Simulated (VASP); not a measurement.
NaF (Villiaumite), 2 atoms in the cell. The structure is cubic, space group Fm-3m (No. 225). The conventional cell has a = 4.594 Å, b = 4.594 Å, c = 4.594 Å, α = 90.00°, β = 90.00°, γ = 90.00°. Na (site symmetry m-3m) has 6 F at 2.30 Å within 3.0 Å. F (site symmetry m-3m) has 6 Na at 2.30 Å within 3.0 Å. 

* Program: VASP 6.6.1
* Task: single point
* Functional: r2SCAN
* Potentials or basis: VASP PAW PBE potentials, release 64 (Na_pv, F)
* Cutoff: 520 eV
* k mesh: 8 × 8 × 8
* Occupations: gaussian, width 0.01 eV
* Spin: no spin polarisation
* Dipole correction: no
* Further INCAR settings: ALGO = Normal; EDIFF = 1e-06; NBANDS = 14

Potentials or basis: VASP PAW PBE potentials, release 64 (Na_pv, F).

The run is started by

```bash
$ cat potpaw_PBE.64/Na_pv/POTCAR potpaw_PBE.64/F/POTCAR > POTCAR
$ cp INCAR.step1 INCAR
$ mpirun -np 1 vasp_std > vasp.out
$ cp INCAR.step2 INCAR
$ mpirun -np 1 vasp_std > vasp.out
```

Hardware: 1 thread of AMD EPYC 9R45 96-Core Processor (Zen 5), with other jobs on the host.

Question: How long does it take, and how much memory?

Answer: Wall time 19 s on 1 thread of AMD EPYC 9R45 96-Core Processor (Zen 5) (shared host), peak memory 0.11 GiB. Counts: k points 29.
